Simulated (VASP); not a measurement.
A run of VASP 6.6.1 is set up as follows.

The input POSCAR:

```
SiC
1.0
    1.5375975033     -2.6631969973      0.0000000000
    0.0000000000      0.0000000000     -5.0481668562
   11.8236612312      6.8263939947      0.0000000000
Si C
8 8
Direct
    0.5000000000      0.9953971175      0.6502205506
    0.0000000000      0.9953971175      0.0650220550
    0.5000000000      0.9953971175      0.2600882202
    0.0000000000      0.9953971175      0.4551543854
    1.0000000000      0.4953971175      0.7152426057
    0.5000000000      0.4953971175      0.1300441102
    1.0000000000      0.4953971175      0.3251102754
    0.5000000000      0.4953971175      0.5201764406
    0.5000000000      0.6196028825      0.6502205506
    0.0000000000      0.6196028825      0.0650220550
    0.5000000000      0.6196028825      0.2600882202
    0.0000000000      0.6196028825      0.4551543854
    1.0000000000      0.1196028825      0.7152426057
    0.5000000000      0.1196028825      0.1300441102
    1.0000000000      0.1196028825      0.3251102754
    0.5000000000      0.1196028825      0.5201764406
```

The input INCAR.step1:

```
SYSTEM = SiC
ALGO     = Normal         ! electronic algorithm
EDIFF    = 1E-4           ! SCF threshold, eV
ENCUT    = 520            ! plane-wave cutoff, eV
GGA      = PE             ! functional
ISMEAR   = 0              ! smearing method
LASPH    = .TRUE.         ! aspherical terms in the spheres
LCHARG   = .FALSE.        ! write CHGCAR
LREAL    = Auto         
LWAVE    = .TRUE.         ! write WAVECAR
NBANDS   = 46             ! bands
NELM     = 60             ! most SCF steps
PREC     = Accurate       ! precision mode
SIGMA    = 0.05           ! smearing width, eV
```

File INCAR.step2:

```
SYSTEM = SiC
ALGO     = Normal         ! electronic algorithm
EDIFF    = 1E-6           ! SCF threshold, eV
ENCUT    = 520            ! plane-wave cutoff, eV
ISIF     = 2              ! what is computed and relaxed
ISMEAR   = 0              ! smearing method
ISTART   = 1            
LASPH    = .TRUE.         ! aspherical terms in the spheres
LCHARG   = .TRUE.         ! write CHGCAR
LELF     = .TRUE.         ! ELF
LMIXTAU  = .TRUE.       
LREAL    = Auto         
LVHAR    = .TRUE.       
LWAVE    = .FALSE.        ! write WAVECAR
METAGGA  = R2SCAN         ! meta-GGA
NBANDS   = 46             ! bands
NELM     = 60             ! most SCF steps
PREC     = Accurate       ! precision mode
SIGMA    = 0.05           ! smearing width, eV
```

KPOINTS

```
k-points
0
G
  7 5 2
  0 0 0
```

Potentials or basis: VASP PAW PBE potentials, release 64 (Si, C).

Launch:

```sh
$ cat potpaw_PBE.64/Si/POTCAR potpaw_PBE.64/C/POTCAR > POTCAR
$ cp INCAR.step1 INCAR
$ mpirun -np 1 vasp_std > vasp.out
$ cp INCAR.step2 INCAR
$ mpirun -np 1 vasp_std > vasp.out
```

Task: What does it give for the pressure?

Result: -3.5 GPa.

Task: Estimate the largest force.

Result: 3.223 eV/Å.

Task: What does it give for the band gap on the k mesh?

Result: 0.65 eV, indirect (least direct gap 0.70 eV).

Stress tensor (GPa, compression positive):
```
-2.75 -1.90  0.00
-1.90 -0.55  0.00
 0.00  0.00 -7.34
```

Caveat: the PAW data sets were made with another functional, which shifts forces and pressure a little. A k mesh can miss the band edges.
